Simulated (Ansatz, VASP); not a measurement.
**CdI2: VASP beside Ansatz**

Contents of INCAR:

```
SYSTEM = CdI2
PREC = Accurate ; ENCUT = 400
EDIFF = 1E-8 ; ISMEAR = -1
SIGMA = 0.03 ; LREAL = .False.
LASPH = .True. ; NELM = 120
ALGO = Normal ; ISIF = 2
LWAVE = .False. ; LCHARG = .False.
GGA = PE ; LEFG = .True.
NBANDS = 20 ; GGA_COMPAT = .False.
```

File KPOINTS:

```
Automatic mesh
0
Gamma
  8 8 5
  0 0 0
```

File POSCAR:

```
CdI2
1.0
    4.2439992147      0.0000000000      0.0000000000
   -2.1219996073      3.6754111335      0.0000000000
    0.0000000000      0.0000000000      6.8590000000
Cd I
1 2
Direct
    0.0000000000      0.0000000000      0.0000000000
    0.3333333333      0.6666666667      0.2492000000
    0.6666666667      0.3333333333      0.7508000000
```

Input for Ansatz:

```yaml
crystal:
  lattice:
    - [4.2439992147, 0.0, 0.0]
    - [-2.1219996073, 3.6754111335, 0.0]
    - [0.0, 0.0, 6.859]
  atoms:
    - { symbol: Cd, position: [0.0, 0.0, 0.0] }
    - { symbol: I, position: [0.3333333333, 0.6666666667, 0.2492] }
    - { symbol: I, position: [0.6666666667, 0.3333333333, 0.7508] }
kpoints:
  mp_grid: { grid: [8, 8, 5] }
  band_path:
    path:
      - [0.0, 0.0, 0.0]
      - [0.5, 0.0, 0.0]
      - [0.3333333333, 0.3333333333, 0.0]
      - [0.0, 0.0, 0.0]
      - [0.0, 0.0, 0.5]
      - [0.5, 0.0, 0.5]
      - [0.3333333333, 0.3333333333, 0.5]
      - [0.0, 0.0, 0.5]
      - [0.5, 0.0, 0.5]
    npoints: 14
scf:
  occupations: { method: fermi_dirac, width: 0.03 }
hamiltonian:
  xc: pbe
  pseudopotentials: { kind: paw }
output:
  forces: true
  stress: true
  eigenvalues: true
  efg: { contact_densities: true }
  populations: true
  bader: true
  dos: { projected: true, de: 0.2, e_range: [-14, 8] }
  write_density: true
  write_potential: true
  elf: true
  volumetric_format: npy
```

Alike in both runs: task electric field gradients; functional PBE; k mesh 8 × 8 × 5; occupations fermi-dirac, width 0.03 eV; no spin polarisation.

|  | VASP | Ansatz |
| --- | --- | --- |
| version | VASP 6.6.1 | Ansatz 0.2.0 |
| potentials or method | VASP PAW PBE potentials, release 64 (Cd, I) | PAW with Ansatz's default frozen-core files, scalar-relativistic |
| plane-wave cutoff (eV) | 400 | 420 |
| valence electrons in the cell | 26 | 54 |

Ansatz gave:

* gap on the k mesh at the Fermi level (eV): 2.38
* pressure (GPa): 1.9
* rms of the force components (eV/Å): 0.058
* size of Vzz on the site where it differs most (V/Å²): 56.2

Question: What did VASP give for the same quantities?

Answer: gap on the k mesh at the Fermi level (eV): 2.37; pressure (GPa): 1.8; rms of the force components (eV/Å): 0.068; size of Vzz on the site where it differs most (V/Å²): 55.0.

Atom by atom the forces differ by 0.010 eV/Å (rms over components). With one functional, cell and mesh, what is left measures potentials, basis and numerics. VASP's potentials hold 26 valence electrons a cell and Ansatz's 54, so a difference there can come from the potentials and not from the codes.

Spin-orbit coupling is off throughout.
